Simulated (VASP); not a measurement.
GaAs, 2 atoms in the cell. The cell holds a wire or tube with vacuum around it, 2 atoms: a = 9.000 Å, b = 9.300 Å, c = 4.417 Å, α = 90.00°, β = 90.00°, γ = 90.00°. 

| Property | Result |
| --- | --- |
| Program | VASP 6.6.1 |
| Task | single point |
| Functional | r2SCAN |
| Potentials or basis | VASP PAW PBE potentials, release 64 (Ga_d, As) |
| Cutoff | 520 eV |
| k mesh | 1 × 1 × 15 |
| Occupations | gaussian, width 0.05 eV |
| Spin | collinear spin |
| Starting moments | [0.5, 0.5] μB |
| Dipole correction | no |
| Further INCAR settings | ALGO = Normal; EDIFF = 1e-06; NBANDS = 20 |

Potentials or basis: VASP PAW PBE potentials, release 64 (Ga_d, As).

Command:

```sh
$ cat potpaw_PBE.64/Ga_d/POTCAR potpaw_PBE.64/As/POTCAR > POTCAR
$ cp INCAR.step1 INCAR
$ mpirun -np 1 vasp_std > vasp.out
$ cp INCAR.step2 INCAR
$ mpirun -np 1 vasp_std > vasp.out
```

Hardware: 1 thread of Intel(R) Xeon(R) 6975P-C (Granite Rapids), on a shared host.

Problem. Estimate the wall time of this run.

Solution. It took 5.9 min on 1 thread of Intel(R) Xeon(R) 6975P-C (Granite Rapids), on a shared host, peak memory 0.68 GiB. Counts: k points 8.
